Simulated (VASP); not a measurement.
The system is PtW2.

```
Pt W
1.0
     0.00000    3.62538    3.62538
     3.62538    0.00000    3.62538
     3.62538    3.62538    0.00000
Pt W
2 4
Direct
  0.00000 0.00000 0.00000
  0.25000 0.25000 0.25000
  0.62500 0.62500 0.62500
  0.12500 0.62500 0.62500
  0.62500 0.62500 0.12500
  0.62500 0.12500 0.62500
```

| Item | Value |
| --- | --- |
| Program | VASP 6.6.1 |
| Task | relaxation of cell and atoms |
| Functional | PBE |
| Potentials or basis | VASP PAW PBE potentials, release 64 (Pt, W_sv) |
| Cutoff | 600 eV |
| k mesh | 4 × 4 × 4 |
| Occupations | gaussian, width 0.1 eV |
| Spin | no spin polarisation |

At the start: pressure 15.5 GPa; volume 15.88 Å³/atom.

Task: How do energy, volume and symmetry change on relaxing?

Result: Over 4 steps the energy falls by 41.4 meV/atom and the volume is 16.79 Å³/atom (+5.7 %); space group Fd-3m (No. 227, to 0.1 Å) before and after.

Step by step:
```
step  energy change (eV)  largest force (eV/Å)  pressure (GPa)  volume (Å³)
   1              0.0000                0.0000           15.48        95.30
   2              1.4678                0.0000          -27.22       118.07
   3             -0.2473                0.0000           -0.86       101.07
   4             -0.2482                0.0000           -0.09       100.74
```

Final structure:
```
Pt W
1.0
     0.00000    3.69309    3.69309
     3.69309    0.00000    3.69309
     3.69309    3.69309    0.00000
Pt W
2 4
Cartesian
  0.0000 0.0000 0.0000
  1.8465 1.8465 1.8465
  4.6164 4.6164 4.6164
  4.6164 2.7698 2.7698
  2.7698 2.7698 4.6164
  2.7698 4.6164 2.7698
```

Caveat: the k points lie up to 0.37 Å⁻¹ apart in the final cell, too coarse for converged energies and pressures of a metal.
